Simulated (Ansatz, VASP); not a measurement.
# C: VASP beside Ansatz

INCAR

```
  ALGO = Normal
  EDIFF = 1E-6
  ENCUT = 520
  GGA = PE
  ISIF = 2
  ISMEAR = 0
  IVDW = 12
  LASPH = True
  LCHARG = False
  LREAL = False
  LWAVE = False
  NBANDS = 11
  NELM = 60
  PREC = Accurate
  SIGMA = 0.05
```

Contents of KPOINTS:

```
k-points
0
Gamma
  15 15 15
```

The input POSCAR:

```
C
1.0
    1.2222513345      0.7056671370      3.3330408480
   -1.2222513345      0.7056671370      3.3330408480
    0.0000000000     -1.4113342740      3.3330408480
C
2
Direct
    0.1571736412      0.1571736412      0.1571736412
    0.8428263588      0.8428263588      0.8428263588
```

Input for Ansatz:

```yaml
crystal:
  lattice:
    - [1.2222513345, 0.705667137, 3.333040848]
    - [-1.2222513345, 0.705667137, 3.333040848]
    - [0.0, -1.411334274, 3.333040848]
  atoms:
    - { symbol: C, position: [0.1571736412, 0.1571736412, 0.1571736412] }
    - { symbol: C, position: [0.8428263588, 0.8428263588, 0.8428263588] }
basis:
  ecutwfc: 520.0
kpoints:
  mp_grid: { grid: [15, 15, 15] }
hamiltonian:
  xc: pbe
  pseudopotentials: { kind: paw, azcp: { folder: soft_1 } }
  dispersion: d3bj
scf:
  occupations: { method: gaussian, width: 0.05 }
output:
  forces: true
  stress: true
  eigenvalues: true
```

Change from the starting cell: mode 4 frozen in at -0.095 Å, equal normal strain along x, y and z -0.0083.

Alike in both runs: task single point; functional PBE; dispersion D3(BJ); k mesh 15 × 15 × 15; occupations gaussian, width 0.05 eV; no spin polarisation.

|  | VASP | Ansatz |
| --- | --- | --- |
| version | VASP 6.6.1 | Ansatz 0.2.0 |
| potentials or method | VASP PAW PBE potentials, release 64 (C), cutoff 520 eV | scalar-relativistic, plane waves, PAW |
| valence electrons in the cell | 8 | 8 |

Ansatz gave:

| Item | Value |
| --- | --- |
| gap on the k mesh at the Fermi level (eV) | 0.95 |
| least direct gap on the mesh (eV) | 0.98 |
| pressure (GPa) | 5.3 |
| traceless stress, the component that is largest in VASP (GPa) | -11.35 |
| rms of the force components (eV/Å) | 1.796 |

Task: Which values does VASP return?

Result: gap on the k mesh at the Fermi level (eV): 0.95; least direct gap on the mesh (eV): 0.98; pressure (GPa): 5.8; traceless stress, the component that is largest in VASP (GPa): -11.90; rms of the force components (eV/Å): 1.789.

Atom by atom the forces differ by 0.007 eV/Å (rms over components).
